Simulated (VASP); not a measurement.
Fe2O (antifluorite type), 3 atoms in the cell. It takes space group Fm-3m (No. 225, cubic). The conventional cell has a = 4.995 Å, b = 4.995 Å, c = 4.995 Å, α = 90.00°, β = 90.00°, γ = 90.00°. Within 2.9 Å of Fe (site symmetry -43m) lie 4 O at 2.16 Å and 6 Fe at 2.50 Å. O (site symmetry m-3m) has 8 Fe at 2.16 Å within 2.9 Å. 

```yaml
Program: VASP 6.6.1
Task: single point
Functional: PBE
Potentials_or_basis: VASP PAW PBE potentials, release 64 (Fe, O)
Cutoff: 520 eV
k_mesh: 38 × 38 × 38
Occupations: fermi-dirac, width 0.0612256 eV
Spin: no spin polarisation
Dipole_correction: no
Further_INCAR_settings: ALGO = Normal; EDIFF = 1e-06; NBANDS = 18
```

Potentials or basis: VASP PAW PBE potentials, release 64 (Fe, O).

Run with:

```bash
$ cat potpaw_PBE.64/Fe/POTCAR potpaw_PBE.64/O/POTCAR > POTCAR
$ mpirun -np 1 vasp_std > vasp.out
```

Hardware: 1 thread of Intel(R) Xeon(R) 6975P-C (Granite Rapids) (shared host).

Estimate the wall time of this run.

It took 9.4 min on 1 thread of Intel(R) Xeon(R) 6975P-C (Granite Rapids) (shared host), peak memory 0.8 GiB. Counts: scf iterations 14, k points 1440.
